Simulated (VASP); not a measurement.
CdTe: single point with PBE

The system is CdTe.

```
CELL_PARAMETERS angstrom
0.00000 -3.30869 -3.30869
0.00000 3.30869 -3.30869
6.61737 0.00000 0.00000
ATOMIC_POSITIONS crystal
Cd 0.50000 0.50000 0.50000
Cd 0.00000 0.00000 0.00000
Te 0.00000 0.50000 0.25000
Te 0.50000 0.00000 0.75000
```

```yaml
Program: VASP 6.6.1
Task: single point
Functional: PBE
Potentials_or_basis: VASP PAW PBE potentials, release 64 (Cd, Te)
Cutoff: 520 eV
k_mesh: 8 × 8 × 6
Occupations: gaussian, width 0.05 eV
Spin: no spin polarisation
Dipole_correction: no
Further_INCAR_settings: ALGO = Normal; EDIFF = 1e-07; NBANDS = 26
```

| Property | Result |
| --- | --- |
| Pressure | 0.1 GPa |
| Band gap on the k mesh | 0.58 eV |

Levels at points of the mesh, in eV from the valence-band top:
```csv
k point,band 15,band 16,band 17,band 18,band 19,band 20,band 21,band 22
"(0.00, 0.00, 0.00)",-1.66,0.00,0.00,0.00,0.58,2.67,2.74,4.64
"(0.50, 0.00, 0.00)",-1.92,-1.92,-0.71,-0.71,3.01,3.01,5.19,5.19
"(0.50, 0.50, 0.00)",-1.66,-1.66,-1.66,-1.66,2.67,2.67,2.74,2.74
"(0.00, 0.00, 0.50)",-0.96,-0.96,-0.96,-0.96,2.82,2.82,3.39,3.39
"(0.50, 0.00, 0.50)",-0.69,-0.69,-0.69,-0.69,1.76,1.76,5.21,5.21
"(0.50, 0.50, 0.50)",-2.09,-2.09,-1.95,-1.95,4.03,4.03,4.70,4.70
```

It took 2.4 min on 1 thread of Intel(R) Xeon(R) Platinum 8488C (Sapphire Rapids) (shared host), peak memory 0.37 GiB.

Caveat: spin-orbit coupling is left out, which moves the levels of the heavy elements. A hybrid or GW would open this gap; PBE tends to underestimate it.
